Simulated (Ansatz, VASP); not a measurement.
# Al3GaSb4: VASP beside Ansatz

```
CELL_PARAMETERS angstrom
6.22478 0.00000 0.00000
0.00000 6.22478 0.00000
0.00000 0.00000 6.22478
ATOMIC_POSITIONS crystal
Al 0.50000 0.00000 0.00000
Al 0.00000 0.00000 0.50000
Al 0.00000 0.50000 0.00000
Ga 0.50000 0.50000 0.50000
Sb 0.24990 0.75009 0.24990
Sb 0.24990 0.24990 0.75009
Sb 0.75009 0.75009 0.75009
Sb 0.75009 0.24990 0.24990
```

Alike in both runs: functional PBE; k mesh 6 × 6 × 6; occupations gaussian, width 0.02 eV; no spin polarisation.

Ansatz relaxed the structure, and its values are those at the end. VASP's run is a single point on that final structure, the one shown.

|  | VASP | Ansatz |
| --- | --- | --- |
| version | VASP 6.6.1 | Ansatz 0.2.0 |
| potentials or method | VASP PAW PBE potentials, release 64 (Al, Ga_d, Sb), cutoff 520 eV | scalar-relativistic, plane waves, PAW |
| valence electrons in the cell | 42 | 82 |

|  | VASP | Ansatz | Ansatz less VASP |
| --- | --- | --- | --- |
| gap on the k mesh at the Fermi level (eV) | 0.40 | 0.40 | +0.006 |
| least direct gap on the mesh (eV) | 0.61 | 0.62 | +0.003 |
| pressure (GPa) | 0.1 | 0.0 | -0.15 |
| rms of the force components (eV/Å) | 0.004 | 0.000 | -0.0037 |

VASP's potentials hold 42 valence electrons a cell and Ansatz's 82, so a difference there can come from the potentials and not from the codes.

Neither program's run includes spin-orbit coupling.
